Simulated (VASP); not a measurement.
Ag: single point with PBEsol

Crystal: Ag.

```
Ag
1.0
    -1.61272    1.61272    1.61272
     1.61272   -1.61272    1.61272
     1.61272    1.61272   -1.61272
Ag
1
Direct
  0.00000 0.00000 0.00000
```

This isn't the form of Ag at room conditions, which is fcc.

```json
{
 "Program": "VASP 6.6.1",
 "Task": "single point",
 "Functional": "PBEsol",
 "Potentials or basis": "VASP PAW PBE potentials, release 64 (Ag)",
 "Cutoff": "520 eV",
 "k mesh": "18 × 18 × 18",
 "Occupations": "fermi-dirac, width 0.08 eV",
 "Spin": "no spin polarisation",
 "Dipole correction": "no",
 "k mesh for the DOS": "27 × 27 × 27",
 "Occupations for the DOS": "tetrahedron",
 "Further INCAR settings": "ALGO = Normal; EDIFF = 1e-06; NBANDS = 12"
}
```

The valence electrons inside the program's atomic spheres are Ag 9.89.

Levels at points of the mesh, in eV from the Fermi level:
| k point | band 4 | band 5 | band 6 | band 7 | band 8 | band 9 |
| --- | --- | --- | --- | --- | --- | --- |
| (0.00, 0.00, 0.00) | -4.97 | -3.59 | -3.59 | 17.98 | 17.98 | 17.98 |

Wall time 58 s on 1 thread of Intel(R) Xeon(R) Platinum 8488C (Sapphire Rapids), on a shared host, peak memory 0.26 GiB.
